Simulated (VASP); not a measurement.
# Sn3PbSe4 (Pm-3m) in VASP: notebook

Sn3PbSe4 is run at these levels: PBE; tasks: single point.

Program: VASP 6.6.1. These are calculated values, not measurements. Logs are shortened: lines on timing, memory, paths and dates and some standing lists are left out, and cuts for length are marked.

### Step 1. The cell of the first run

The structure is cubic, space group Pm-3m (No. 221). The conventional cell has a = 6.111 Å, b = 6.111 Å, c = 6.111 Å, α = 90.00°, β = 90.00°, γ = 90.00°. Within 4.0 Å of Sn (site symmetry 4/mmm) lie 6 Se at 3.06 Å. Within 4.0 Å of Pb (site symmetry m-3m) lie 6 Se at 3.06 Å. Se (site symmetry 4/mmm) has 4 Sn at 3.06 Å and 2 Pb at 3.06 Å within 4.0 Å. Se (site symmetry m-3m) has 6 Sn at 3.06 Å within 4.0 Å.

### Step 2. Single point, PBE

The input, INCAR:

```
ALGO = Normal
EDIFF = 1E-6
ENCUT = 520
GGA = PE
ISIF = 2
ISMEAR = 0
LASPH = T
LCHARG = T
LELF = T
LREAL = F
LVHAR = T
LWAVE = F
NBANDS = 50
NELM = 100
PREC = Accurate
SIGMA = 0.1
```

The input, KPOINTS:

```
k-points
0
Gamma
  4 4 4
```

The input, POSCAR:

```
Sn3PbSe4
1.0
    6.1111788500      0.0000000000      0.0000000000
    0.0000000000      6.1111788500      0.0000000000
    0.0000000000      0.0000000000      6.1111788500
Sn Pb Se
3 1 4
Direct
    0.5000000000      0.0000000000      0.0000000000
    0.0000000000      0.0000000000      0.5000000000
    0.0000000000      0.5000000000      0.0000000000
    0.5000000000      0.5000000000      0.5000000000
    0.0000000000      0.5000000000      0.5000000000
    0.5000000000      0.5000000000      0.0000000000
    0.0000000000      0.0000000000      0.0000000000
    0.5000000000      0.0000000000      0.5000000000
```

Potentials or basis: VASP PAW PBE potentials, release 64 (Sn_d, Pb_d, Se).

The run is started by

```
cat potpaw_PBE.64/Sn_d/POTCAR potpaw_PBE.64/Pb_d/POTCAR potpaw_PBE.64/Se/POTCAR > POTCAR
mpirun -np 1 vasp_std > vasp.out
```

OUTCAR:

```text
EDIFF = 1E-6
   ENCUT = 520
   GGA = PE
   ISIF = 2
   ISMEAR = 0
   LASPH = T
   LREAL = F
   NELM = 100
   PREC = Accurate

 ion  position               nearest neighbor table
   1  0.500  0.000  0.000-   6 3.06   7 3.06   8 3.06   8 3.06   6 3.06   7 3.06
   2  0.000  0.000  0.500-   5 3.06   7 3.06   8 3.06   7 3.06   5 3.06   8 3.06
   3  0.000  0.500  0.000-   5 3.06   6 3.06   7 3.06   5 3.06   7 3.06   6 3.06
   4  0.500  0.500  0.500-   5 3.06   6 3.06   8 3.06   6 3.06   8 3.06   5 3.06
   5  0.000  0.500  0.500-   2 3.06   3 3.06   4 3.06   3 3.06   2 3.06   4 3.06
   6  0.500  0.500  0.000-   1 3.06   3 3.06   4 3.06   4 3.06   1 3.06   3 3.06
   7  0.000  0.000  0.000-   1 3.06   2 3.06   3 3.06   2 3.06   3 3.06   1 3.06
   8  0.500  0.000  0.500-   1 3.06   2 3.06   4 3.06   1 3.06   4 3.06   2 3.06

  LATTYP: Found a simple cubic cell.
 ALAT       =     6.1111788500

  Lattice vectors:

 A1 = (   6.1111788500,   0.0000000000,   0.0000000000)
 A2 = (   0.0000000000,   6.1111788500,   0.0000000000)
 A3 = (   0.0000000000,   0.0000000000,   6.1111788500)

Analysis of symmetry for initial positions (statically):
=====================================================================
 Subroutine PRICEL returns:
 Original cell was already a primitive cell.

 Routine SETGRP: Setting up the symmetry group for a
 simple cubic supercell.

 Subroutine GETGRP returns: Found 48 space group operations
 (whereof 48 operations were pure point group operations)
 out of a pool of 48 trial point group operations.

The static configuration has the point symmetry O_h .

Analysis of symmetry for dynamics (positions and initial velocities):
=====================================================================
 Subroutine PRICEL returns:
 Original cell was already a primitive cell.

 Routine SETGRP: Setting up the symmetry group for a
 simple cubic supercell.

 Subroutine GETGRP returns: Found 48 space group operations
 (whereof 48 operations were pure point group operations)
 out of a pool of 48 trial point group operations.

The dynamic configuration has the point symmetry O_h .

 Subroutine INISYM returns: Found 48 space group operations
 (whereof 48 operations are pure point group operations),
 and found     1 'primitive' translations

----------------------------------------------------------------------------------------

                                     Primitive cell

  volume of cell :     228.2312

  direct lattice vectors                    reciprocal lattice vectors
     6.111178850  0.000000000  0.000000000     0.163634550  0.000000000  0.000000000
     0.000000000  6.111178850  0.000000000     0.000000000  0.163634550  0.000000000
     0.000000000  0.000000000  6.111178850     0.000000000  0.000000000  0.163634550

  length of vectors
     6.111178850  6.111178850  6.111178850     0.163634550  0.163634550  0.163634550

  position of ions in fractional coordinates (direct lattice)
     0.500000000  0.000000000  0.000000000
     0.000000000  0.000000000  0.500000000
     0.000000000  0.500000000  0.000000000
     0.500000000  0.500000000  0.500000000
     0.000000000  0.500000000  0.500000000
     0.500000000  0.500000000  0.000000000
     0.000000000  0.000000000  0.000000000
     0.500000000  0.000000000  0.500000000

  ion indices of the primitive-cell ions
   primitive index   ion index
                 1           1
                 2           2
                 3           3
                 4           4
                 5           5
                 6           6
                 7           7
                 8           8

----------------------------------------------------------------------------------------

 KPOINTS: k-points

Automatic generation of k-mesh.
 Grid dimensions read from file:
 generate k-points for:    4    4    4

 Generating k-lattice:

  Cartesian coordinates                     Fractional coordinates (reciprocal lattice)
     0.040908637  0.000000000  0.000000000     0.250000000  0.000000000  0.000000000
     0.000000000  0.040908637  0.000000000     0.000000000  0.250000000  0.000000000
     0.000000000  0.000000000  0.040908637     0.000000000  0.000000000  0.250000000

  Length of vectors
     0.040908637  0.040908637  0.040908637

  Shift w.r.t. Gamma in fractional coordinates (k-lattice)
     0.000000000  0.000000000  0.000000000

 Subroutine IBZKPT returns following result:
 ===========================================

 Found     10 irreducible k-points:

 Following reciprocal coordinates:
            Coordinates               Weight
  0.000000  0.000000  0.000000      1.000000
  0.250000  0.000000  0.000000      6.000000
  0.500000  0.000000  0.000000      3.000000
  0.250000  0.250000  0.000000     12.000000
  0.500000  0.250000  0.000000     12.000000
  0.500000  0.500000  0.000000      3.000000
  0.250000  0.250000  0.250000      8.000000
  0.500000  0.250000  0.250000     12.000000
  0.500000  0.500000  0.250000      6.000000
  0.500000  0.500000  0.500000      1.000000
   k-points           NKPTS =     10   k-points in BZ     NKDIM =     10   number of bands    NBANDS=     50
   number of dos      NEDOS =    301   number of ions     NIONS =      8
   total plane-waves  NPLWV = 110592
   dimension x,y,z NGX =    48 NGY =   48 NGZ =   48
   dimension x,y,z NGXF=    96 NGYF=   96 NGZF=   96
   ions per type =               3   1   4
   NGX,Y,Z   is equivalent  to a cutoff of  13.06, 13.06, 13.06 a.u.
   NGXF,Y,Z  is equivalent  to a cutoff of  26.12, 26.12, 26.12 a.u.
 SYSTEM =  unknown system
   PREC   = accura    normal or accurate (medium, high low for compatibility)
   ISTART =      0    job   : 0-new  1-cont  2-samecut
   ICHARG =      2    charge: 1-file 2-atom 10-const
   ISPIN  =      1    spin polarized calculation?
   LNONCOLLINEAR =      F non collinear calculations
   LSORBIT =      F    spin-orbit coupling
   LASPH  =      T    aspherical Exc in radial PAW
   ENCUT  =  520.0 eV  38.22 Ry    6.18 a.u.  11.36 11.36 11.36*2*pi/ulx,y,z
   NELM   =    100;   NELMIN=  2; NELMDL= -5     # of ELM steps
   EDIFF  = 0.1E-05   stopping-criterion for ELM
   LREAL  =      F    real-space projection
   EDIFFG = 0.1E-04   stopping-criterion for IOM
   NSW    =      0    number of steps for IOM
   IBRION =     -1    ionic relax: 0-MD 1-quasi-New 2-CG
   NFREE  =      0    steps in history (QN), initial steepest desc. (CG)
   ISIF   =      2    stress and relaxation
   ISYM   =      2    0-nonsym 1-usesym 2-fastsym
   POTIM  = 0.5000    time-step for ionic-motion
   TEBEG  =    0.0;   TEEND  =   0.0 temperature during run
   PSTRESS=    0.0 pullay stress
   NELECT =      80.0000    total number of electrons
   NUPDOWN=      -1.0000    fix difference up-down
   EMIN   =  10.00;   EMAX   =-10.00  energy-range for DOS
   EFERMI =   0.00;   METHOD = LEGACY
   ISMEAR =     0;   SIGMA  =   0.10  broadening in eV -4-tet -1-fermi 0-gaus
   EFERMI_NEDOS =   21; number of points for ismear=-14 and -15
   IALGO  =     38    algorithm
   IMIX   =      4    mixing-type and parameters
     AMIX     =   0.40;   BMIX     =  1.00
     AMIX_MAG =   1.60;   BMIX_MAG =  1.00
  volume/ion in A,a.u.               =      28.53       192.52
  Fermi-wavevector in a.u.,A,eV,Ry     =   1.154285  2.181283 18.128056  1.332375
  Thomas-Fermi vector in A             =   2.290923
   LORBIT       =      0    0 simple, 1 ext, 2 COOP (PROOUT), +10 PAW based schemes
   GGA     = PE    functional components
   LHFCALC =     F    Hartree Fock is set to
   AEXX    =    0.0000 exact exchange contribution
   IVDW    =     0    specifies the selected vdW correction
   LEPSILON=     F    determine dielectric tensor
   LRPA    =     F    only Hartree local field effects (RPA)
 non-spin polarized calculation
 Gauss-broadening in eV      SIGMA  =   0.10
  energy-cutoff  :      520.00
  volume of cell :      228.23
 maximum number of plane-waves:      6187
 NGX is ok and might be reduce to    48
   NGX = 23   NGY = 23   NGZ = 23

 number of electron      80.0000043 magnetization

 Free energy of the ion-electron system (eV)
  ---------------------------------------------------
  ext. energy  EPLUGINS =         0.00000000
  ---------------------------------------------------
  free energy    TOTEN  =       -32.75209544 eV

  energy without entropy =      -32.74938167  energy(sigma->0) =      -32.75073856

 E-fermi :   5.2400     XC(G=0):  -9.4364

 val. band max:        5.2020604884   @ k =   0.5000   0.5000   0.5000
 cond. band min:       5.5798611796   @ k =   0.5000   0.5000   0.5000
 fundamental gap:      0.3778006912
 Fermi energy:         5.2400461935

 k-point     1 :       0.0000    0.0000    0.0000
  band No.  band energies     occupation
      1     -16.4993      2.00000
      2     -16.4900      2.00000
      3     -16.4900      2.00000
      4     -16.4843      2.00000
      5     -16.4843      2.00000
      6     -16.4843      2.00000
[... 42 lines left out ...]
     49      10.3316      0.00000
     50      10.4215      0.00000

 k-point     2 :       0.2500    0.0000    0.0000
  band No.  band energies     occupation
      1     -16.4959      2.00000
      2     -16.4891      2.00000
      3     -16.4873      2.00000
      4     -16.4841      2.00000
      5     -16.4819      2.00000
      6     -16.4819      2.00000
[... 42 lines left out ...]
     49       9.5370      0.00000
     50      10.0392      0.00000

 k-point     3 :       0.5000    0.0000    0.0000
  band No.  band energies     occupation
      1     -16.4923      2.00000
      2     -16.4865      2.00000
      3     -16.4839      2.00000
      4     -16.4834      2.00000
      5     -16.4814      2.00000
      6     -16.4771      2.00000
[... 42 lines left out ...]
     49       9.5767      0.00000
     50       9.7237      0.00000

 k-point     4 :       0.2500    0.2500    0.0000
  band No.  band energies     occupation
      1     -16.4929      2.00000
      2     -16.4876      2.00000
      3     -16.4865      2.00000
      4     -16.4822      2.00000
      5     -16.4813      2.00000
      6     -16.4798      2.00000
[... 42 lines left out ...]
     49       9.1035      0.00000
     50       9.4103      0.00000

 k-point     5 :       0.5000    0.2500    0.0000
  band No.  band energies     occupation
      1     -16.4894      2.00000
      2     -16.4850      2.00000
      3     -16.4844      2.00000
      4     -16.4816      2.00000
      5     -16.4812      2.00000
      6     -16.4786      2.00000
[... 42 lines left out ...]
     49       9.0197      0.00000
     50       9.1259      0.00000

 k-point     6 :       0.5000    0.5000    0.0000
  band No.  band energies     occupation
      1     -16.4854      2.00000
      2     -16.4854      2.00000
      3     -16.4824      2.00000
      4     -16.4805      2.00000
      5     -16.4805      2.00000
      6     -16.4805      2.00000
[... 42 lines left out ...]
     49       9.2984      0.00000
     50       9.3131      0.00000

 k-point     7 :       0.2500    0.2500    0.2500
  band No.  band energies     occupation
      1     -16.4903      2.00000
      2     -16.4864      2.00000
      3     -16.4864      2.00000
      4     -16.4806      2.00000
      5     -16.4800      2.00000
      6     -16.4800      2.00000
[... 42 lines left out ...]
     49       8.4807      0.00000
     50       9.3184      0.00000

 k-point     8 :       0.5000    0.2500    0.2500
  band No.  band energies     occupation
      1     -16.4874      2.00000
      2     -16.4850      2.00000
      3     -16.4842      2.00000
      4     -16.4822      2.00000
      5     -16.4807      2.00000
      6     -16.4791      2.00000
[... 42 lines left out ...]
     49       8.1745      0.00000
     50       8.3455      0.00000

 k-point     9 :       0.5000    0.5000    0.2500
  band No.  band energies     occupation
      1     -16.4848      2.00000
      2     -16.4848      2.00000
      3     -16.4829      2.00000
      4     -16.4828      2.00000
      5     -16.4822      2.00000
      6     -16.4822      2.00000
[... 42 lines left out ...]
     49       8.1676      0.00000
     50       8.2732      0.00000

 k-point    10 :       0.5000    0.5000    0.5000
  band No.  band energies     occupation
      1     -16.4846      2.00000
      2     -16.4846      2.00000
      3     -16.4846      2.00000
      4     -16.4831      2.00000
      5     -16.4831      2.00000
      6     -16.4831      2.00000
[... 42 lines left out ...]
     49       6.4106      0.00000
     50       6.6263      0.00000

------------------------ aborting loop because EDIFF is reached ----------------------------------------

  FORCE on cell =-STRESS in cart. coord.  units (eV):
  Direction    XX          YY          ZZ          XY          YZ          ZX
  --------------------------------------------------------------------------------------
  -------------------------------------------------------------------------------------
  Total       -0.4316539     -0.4316539     -0.4316539      0.0000000      0.0000000      0.0000000
  in kB       -3.0301999     -3.0301999     -3.0301999      0.0000000      0.0000000      0.0000000
  external PRESSURE =      -3.0301999 kB  Pullay stress =       0.0000000 kB

 VOLUME and BASIS-vectors are now :
 -----------------------------------------------------------------------------
  energy-cutoff  :      520.00
  volume of cell :      228.23
      direct lattice vectors                 reciprocal lattice vectors
     6.111178850  0.000000000  0.000000000     0.163634550  0.000000000  0.000000000
     0.000000000  6.111178850  0.000000000     0.000000000  0.163634550  0.000000000
     0.000000000  0.000000000  6.111178850     0.000000000  0.000000000  0.163634550

 POSITION                                       TOTAL-FORCE (eV/Angst)
 -----------------------------------------------------------------------------------
      3.05559      0.00000      0.00000         0.000000      0.000000      0.000000
      0.00000      0.00000      3.05559         0.000000      0.000000      0.000000
      0.00000      3.05559      0.00000         0.000000      0.000000      0.000000
      3.05559      3.05559      3.05559         0.000000      0.000000      0.000000
      0.00000      3.05559      3.05559         0.000000      0.000000      0.000000
      3.05559      3.05559      0.00000         0.000000      0.000000      0.000000
      0.00000      0.00000      0.00000         0.000000      0.000000      0.000000
      3.05559      0.00000      3.05559         0.000000      0.000000      0.000000
 -----------------------------------------------------------------------------------
    total drift:                                0.000000      0.000000      0.000000

  FREE ENERGIE OF THE ION-ELECTRON SYSTEM (eV)
  ---------------------------------------------------
  free  energy   TOTEN  =       -32.7520954420 eV

  energy  without entropy=      -32.7493816683  energy(sigma->0) =      -32.75073856
```

It took 77 s on 1 thread of Intel Xeon Platinum 8488C (Sapphire Rapids), shared host; peak memory 0.37 GiB.

What came out:

| Property | Result |
| --- | --- |
| Free energy | -32.7521 eV |
| Pressure | -0.3 GPa |
| Band gap on the k mesh | zero (filled and empty bands touch) |

Levels at points of the mesh, in eV from the Fermi level:
```csv
k point,band 38,band 39,band 40,band 41,band 42,band 43
"(0.00, 0.00, 0.00)",-2.16,-2.16,-2.16,3.16,3.16,3.16
"(0.50, 0.00, 0.00)",-1.71,-0.98,-0.91,1.35,1.48,1.92
"(0.50, 0.50, 0.00)",-0.71,-0.71,-0.70,0.97,1.03,1.09
"(0.50, 0.50, 0.50)",-0.09,-0.04,-0.04,-0.04,0.34,0.34
```

Caveat: semilocal functionals underestimate gaps, so a narrow gap can read as zero; spin-orbit coupling is left out, which moves the levels of the heavy elements.

(Continued in part 2 of 2.)
